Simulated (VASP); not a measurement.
# BN (wurtzite type) (P6_3mc) in VASP: further runs

Runs on BN (wurtzite type). Level: PBE. Tasks: single point, relaxation of cell and atoms.

Program: VASP 6.6.1. These are calculated values, not measurements. Logs are shortened: lines on timing, memory, paths and dates and some standing lists are left out, and cuts for length are marked.

### 1 The cell of the first run

It takes space group P6_3mc (No. 186, hexagonal). Conventional cell: a = 2.425 Å, b = 2.425 Å, c = 4.017 Å, α = 90.00°, β = 90.00°, γ = 120.00°. B (site symmetry 3m) has 4 N at 1.49 to 1.50 Å within 2.0 Å. Within 2.0 Å of N (site symmetry 3m) lie 4 B at 1.49 to 1.50 Å.

### 2 Single point, PBE

INCAR reads:

```
ALGO     = Normal         # electronic algorithm
EDIFF    = 1E-7           # SCF threshold, eV
ENCUT    = 520            # plane-wave cutoff, eV
GGA      = PE             # functional
ISIF     = 2              # what is computed and relaxed
ISMEAR   = -1             # smearing method
LASPH    = True           # aspherical terms in the spheres
LCHARG   = False          # write CHGCAR
LREAL    = False          # projectors in reciprocal space
LWAVE    = False          # write WAVECAR
NBANDS   = 16             # bands
NELM     = 80             # most SCF steps
PREC     = Accurate       # precision mode
SIGMA    = 0.05           # smearing width, eV
```

KPOINTS reads:

```
k-points
0
Gamma
  12 12 7
```

POSCAR reads:

```
BN
1.0
    2.4252030564      0.0000000000      0.0000000000
   -1.2126015282      2.1002874562      0.0000000000
    0.0000000000      0.0000000000      4.0167294406
B N
2 2
Direct
    0.3333333333      0.6666666667      0.0012530708
    0.6666666667      0.3333333333      0.5012530708
    0.3333333333      0.6666666667      0.3747469292
    0.6666666667      0.3333333333      0.8747469292
```

Potentials or basis: VASP PAW PBE potentials, release 64 (B, N).

Command:

```sh
$ cat potpaw_PBE.64/B/POTCAR potpaw_PBE.64/N/POTCAR > POTCAR
$ mpirun -np 1 vasp_std > vasp.out
```

OUTCAR:

```text
EDIFF = 1E-7
   ENCUT = 520
   GGA = PE
   ISIF = 2
   ISMEAR = -1
   LASPH = True
   LREAL = False
   NELM = 80
   PREC = Accurate

 ion  position               nearest neighbor table
   1  0.333  0.667  0.001-   4 1.49   4 1.49   4 1.49   3 1.50
   2  0.667  0.333  0.501-   3 1.49   3 1.49   3 1.49   4 1.50
   3  0.333  0.667  0.375-   2 1.49   2 1.49   2 1.49   1 1.50
   4  0.667  0.333  0.875-   1 1.49   1 1.49   1 1.49   2 1.50

  LATTYP: Found a hexagonal cell.
 ALAT       =     2.4252030564
 C/A-ratio  =     1.6562445895

  Lattice vectors:

 A1 = (   2.4252030564,   0.0000000000,   0.0000000000)
 A2 = (  -1.2126015282,   2.1002874562,   0.0000000000)
 A3 = (   0.0000000000,   0.0000000000,   4.0167294406)

Analysis of symmetry for initial positions (statically):
=====================================================================
 Subroutine PRICEL returns:
 Original cell was already a primitive cell.

 Routine SETGRP: Setting up the symmetry group for a
 hexagonal supercell.

 Subroutine GETGRP returns: Found 12 space group operations
 (whereof  6 operations were pure point group operations)
 out of a pool of 24 trial point group operations.

The static configuration has the point symmetry C_3v.
 The point group associated with its full space group is C_6v.

Analysis of symmetry for dynamics (positions and initial velocities):
=====================================================================
 Subroutine PRICEL returns:
 Original cell was already a primitive cell.

 Routine SETGRP: Setting up the symmetry group for a
 hexagonal supercell.

 Subroutine GETGRP returns: Found 12 space group operations
 (whereof  6 operations were pure point group operations)
 out of a pool of 24 trial point group operations.

The dynamic configuration has the point symmetry C_3v.
 The point group associated with its full space group is C_6v.

 Subroutine INISYM returns: Found 12 space group operations
 (whereof  6 operations are pure point group operations),
 and found     1 'primitive' translations

----------------------------------------------------------------------------------------

                                     Primitive cell

  volume of cell :      20.4597

  direct lattice vectors                    reciprocal lattice vectors
     2.425203056  0.000000000  0.000000000     0.412336607  0.238062651  0.000000000
    -1.212601528  2.100287456  0.000000000     0.000000000  0.476125302  0.000000000
     0.000000000  0.000000000  4.016729441     0.000000000  0.000000000  0.248958765

  length of vectors
     2.425203056  2.425203056  4.016729441     0.476125302  0.476125302  0.248958765

  position of ions in fractional coordinates (direct lattice)
     0.333333333  0.666666667  0.001253071
     0.666666667  0.333333333  0.501253071
     0.333333333  0.666666667  0.374746929
     0.666666667  0.333333333  0.874746929

  ion indices of the primitive-cell ions
   primitive index   ion index
                 1           1
                 2           2
                 3           3
                 4           4

----------------------------------------------------------------------------------------

 KPOINTS: k-points

Automatic generation of k-mesh.
 Grid dimensions read from file:
 generate k-points for:   12   12    7

 Generating k-lattice:

  Cartesian coordinates                     Fractional coordinates (reciprocal lattice)
     0.034361384  0.019838554  0.000000000     0.083333333  0.000000000  0.000000000
     0.000000000  0.039677109  0.000000000     0.000000000  0.083333333  0.000000000
     0.000000000  0.000000000  0.035565538     0.000000000  0.000000000  0.142857143

  Length of vectors
     0.039677109  0.039677109  0.035565538

  Shift w.r.t. Gamma in fractional coordinates (k-lattice)
     0.000000000  0.000000000  0.000000000

 Subroutine IBZKPT returns following result:
 ===========================================

 Found     76 irreducible k-points:

 Following reciprocal coordinates:
            Coordinates               Weight
  0.000000  0.000000  0.000000      1.000000
  0.083333  0.000000  0.000000      6.000000
  0.166667  0.000000  0.000000      6.000000
  0.250000  0.000000  0.000000      6.000000
  0.333333  0.000000  0.000000      6.000000
  0.416667 -0.000000  0.000000      6.000000
[... 16 lines left out ...]
  0.250000  0.000000  0.142857     12.000000
  0.333333  0.000000  0.142857     12.000000
 [... further k-points ...]
   k-points           NKPTS =     76   k-points in BZ     NKDIM =     76   number of bands    NBANDS=     16
   number of dos      NEDOS =    301   number of ions     NIONS =      4
   total plane-waves  NPLWV =   9720
   dimension x,y,z NGX =    18 NGY =   18 NGZ =   30
   dimension x,y,z NGXF=    36 NGYF=   36 NGZF=   60
   ions per type =               2   2
   NGX,Y,Z   is equivalent  to a cutoff of  12.34, 12.34, 12.42 a.u.
   NGXF,Y,Z  is equivalent  to a cutoff of  24.68, 24.68, 24.83 a.u.
 SYSTEM =  unknown system
   PREC   = accura    normal or accurate (medium, high low for compatibility)
   ISTART =      0    job   : 0-new  1-cont  2-samecut
   ICHARG =      2    charge: 1-file 2-atom 10-const
   ISPIN  =      1    spin polarized calculation?
   LNONCOLLINEAR =      F non collinear calculations
   LSORBIT =      F    spin-orbit coupling
   LASPH  =      T    aspherical Exc in radial PAW
   ENCUT  =  520.0 eV  38.22 Ry    6.18 a.u.   4.51  4.51  7.47*2*pi/ulx,y,z
   NELM   =     80;   NELMIN=  2; NELMDL= -5     # of ELM steps
   EDIFF  = 0.1E-06   stopping-criterion for ELM
   LREAL  =      F    real-space projection
   EDIFFG = 0.1E-05   stopping-criterion for IOM
   NSW    =      0    number of steps for IOM
   IBRION =     -1    ionic relax: 0-MD 1-quasi-New 2-CG
   NFREE  =      0    steps in history (QN), initial steepest desc. (CG)
   ISIF   =      2    stress and relaxation
   ISYM   =      2    0-nonsym 1-usesym 2-fastsym
   POTIM  = 0.5000    time-step for ionic-motion
   TEBEG  =    0.0;   TEEND  =   0.0 temperature during run
   PSTRESS=    0.0 pullay stress
   NELECT =      16.0000    total number of electrons
   NUPDOWN=      -1.0000    fix difference up-down
   EMIN   =  10.00;   EMAX   =-10.00  energy-range for DOS
   EFERMI =   0.00;   METHOD = LEGACY
   ISMEAR =    -1;   SIGMA  =   0.05  broadening in eV -4-tet -1-fermi 0-gaus
   EFERMI_NEDOS =   21; number of points for ismear=-14 and -15
   IALGO  =     38    algorithm
   IMIX   =      4    mixing-type and parameters
     AMIX     =   0.40;   BMIX     =  1.00
     AMIX_MAG =   1.60;   BMIX_MAG =  1.00
  volume/ion in A,a.u.               =       5.11        34.52
  Fermi-wavevector in a.u.,A,eV,Ry     =   1.508279  2.850234 30.951969  2.274906
  Thomas-Fermi vector in A             =   2.618754
   LORBIT       =      0    0 simple, 1 ext, 2 COOP (PROOUT), +10 PAW based schemes
   GGA     = PE    functional components
   LHFCALC =     F    Hartree Fock is set to
   AEXX    =    0.0000 exact exchange contribution
   IVDW    =     0    specifies the selected vdW correction
   LEPSILON=     F    determine dielectric tensor
   LRPA    =     F    only Hartree local field effects (RPA)
 non-spin polarized calculation
  energy-cutoff  :      520.00
  volume of cell :       20.46
 maximum number of plane-waves:       566
   NGX =  9   NGY =  9   NGZ = 15

 number of electron      16.0000005 magnetization

 Free energy of the ion-electron system (eV)
  ---------------------------------------------------
  ext. energy  EPLUGINS =         0.00000000
  ---------------------------------------------------
  free energy    TOTEN  =       -34.09840211 eV

  energy without entropy =      -34.09840211  energy(sigma->0) =      -34.09840211

 E-fermi :  10.4477     XC(G=0): -13.5376

 val. band max:        9.5007575271   @ k =   0.0000   0.0000   0.0000
 cond. band min:      14.3273647420   @ k =   0.3333   0.3333   0.0000
 fundamental gap:      4.8266072149
 Fermi energy:        10.4476823762

 k-point     1 :       0.0000    0.0000    0.0000
  band No.  band energies     occupation
      1     -12.7004      2.00000
      2      -7.8574      2.00000
      3      -2.9133      2.00000
      4       7.0414      2.00000
      5       7.0414      2.00000
      6       9.0938      2.00000
[... 8 lines left out ...]
     15      22.5943      0.00000
     16      27.5990      0.00000

 k-point     2 :       0.0833    0.0000    0.0000
  band No.  band energies     occupation
      1     -12.5312      2.00000
      2      -7.7228      2.00000
      3      -2.7489      2.00000
      4       6.2829      2.00000
      5       6.7071      2.00000
      6       8.8684      2.00000
[... 8 lines left out ...]
     15      23.2036      0.00000
     16      27.2612      0.00000

 k-point     3 :       0.1667    0.0000    0.0000
  band No.  band energies     occupation
      1     -12.0273      2.00000
      2      -7.3353      2.00000
      3      -2.2616      2.00000
      4       4.4431      2.00000
      5       5.9313      2.00000
      6       7.3544      2.00000
[... 8 lines left out ...]
     15      24.4649      0.00000
     16      26.1951      0.00000

 k-point     4 :       0.2500    0.0000    0.0000
  band No.  band energies     occupation
      1     -11.2038      2.00000
      2      -6.7610      2.00000
      3      -1.4767      2.00000
      4       2.2470      2.00000
      5       5.0728      2.00000
      6       5.4111      2.00000
[... 8 lines left out ...]
     15      26.1553      0.00000
     16      26.8609      0.00000
[... 324 lines left out ...]
 k-point    22 :       0.1667    0.0000    0.1429
  band No.  band energies     occupation
      1     -11.8932      2.00000
      2      -7.8559      2.00000
      3      -1.5228      2.00000
      4       4.5605      2.00000
      5       6.0425      2.00000
      6       6.9928      2.00000
[... 8 lines left out ...]
     15      24.5403      0.00000
     16      26.4300      0.00000

 k-point    23 :       0.2500    0.0000    0.1429
  band No.  band energies     occupation
      1     -11.0729      2.00000
      2      -7.2262      2.00000
      3      -0.8528      2.00000
      4       2.4127      2.00000
      5       5.0359      2.00000
      6       5.1900      2.00000
[... 8 lines left out ...]
     15      25.8558      0.00000
     16      27.0270      0.00000

 k-point    24 :       0.3333    0.0000    0.1429
  band No.  band energies     occupation
      1      -9.9730      2.00000
      2      -6.5455      2.00000
      3      -0.5079      2.00000
      4       0.9795      2.00000
      5       3.0266      2.00000
      6       4.4768      2.00000
[... 8 lines left out ...]
     15      27.5233      0.00000
     16      28.0040      0.00000

 [... further k-points ...]
[... 5 lines left out ...]
  --------------------------------------------------------------------------------------
  -------------------------------------------------------------------------------------
  Total        9.7991553      9.7991553      9.8041049      0.0000000      0.0000000      0.0000000
  in kB      767.3611350    767.3611350    767.7487306      0.0000000      0.0000000      0.0000000
  external PRESSURE =     767.4903335 kB  Pullay stress =       0.0000000 kB

 VOLUME and BASIS-vectors are now :
 -----------------------------------------------------------------------------
  energy-cutoff  :      520.00
  volume of cell :       20.46
      direct lattice vectors                 reciprocal lattice vectors
     2.425203056  0.000000000  0.000000000     0.412336607  0.238062651  0.000000000
    -1.212601528  2.100287456  0.000000000     0.000000000  0.476125302  0.000000000
     0.000000000  0.000000000  4.016729441     0.000000000  0.000000000  0.248958765

 POSITION                                       TOTAL-FORCE (eV/Angst)
 -----------------------------------------------------------------------------------
     -0.00000      1.40019      0.00503         0.000000      0.000000      0.001737
      1.21260      0.70010      2.01340        -0.000000     -0.000000      0.001737
     -0.00000      1.40019      1.50526        -0.000000      0.000000     -0.001737
      1.21260      0.70010      3.51362         0.000000      0.000000     -0.001737
 -----------------------------------------------------------------------------------
    total drift:                               -0.000000      0.000000     -0.000140

  FREE ENERGIE OF THE ION-ELECTRON SYSTEM (eV)
  ---------------------------------------------------
  free  energy   TOTEN  =       -34.0984021090 eV

  energy  without entropy=      -34.0984021090  energy(sigma->0) =      -34.09840211
```

It took 16 s on 1 thread of Intel Xeon Platinum 8488C (Sapphire Rapids), shared host; peak memory 0.13 GiB.

What came out:

* Free energy: -34.0984 eV
* Pressure: 76.7 GPa
* Band gap on the k mesh: 4.83 eV, indirect (least direct gap 8.93 eV)

### 3 Single point, PBE

INCAR reads:

```
PREC = Accurate
ENCUT = 520
EDIFF = 1E-7
ISMEAR = -1
SIGMA = 0.05
LREAL = False
LASPH = True
NELM = 80
ALGO = Normal
ISIF = 2
LWAVE = False
LCHARG = False
GGA = PE
NBANDS = 16
```

KPOINTS reads:

```
regular mesh
0
Gamma
  12 12 7
```

POSCAR, as its differences from that of step 2:

```diff
@@ -10,3 +10,3 @@
     0.6666666667      0.3333333333      0.5012530708
-    0.3333333333      0.6666666667      0.3747469292
+    0.3333333333      0.6666666667      0.3747469293
     0.6666666667      0.3333333333      0.8747469292
```

Potentials or basis: VASP PAW PBE potentials, release 64 (B, N).

Command:

```sh
$ cat potpaw_PBE.64/B/POTCAR potpaw_PBE.64/N/POTCAR > POTCAR
$ mpirun -np 1 vasp_std > vasp.out
```

It took 15 s on 1 thread of Intel Xeon Platinum 8488C (Sapphire Rapids), shared host; peak memory 0.13 GiB.

The run converged. Its results:

```
Free energy            : -34.0984 eV
Pressure               : 76.7 GPa
Band gap on the k mesh : 4.83 eV, indirect (least direct gap 8.93 eV)
```

Levels at points of the mesh, in eV from the valence-band top:
```
           k point  band 6  band 7  band 8  band 9  band 10  band 11
(0.00, 0.00, 0.00)   -0.41    0.00    0.00    8.94     8.94     9.36
(0.50, 0.00, 0.00)   -5.77   -5.24   -2.43    7.22     8.34    11.29
```

(Part 1 of 2 ends here.)
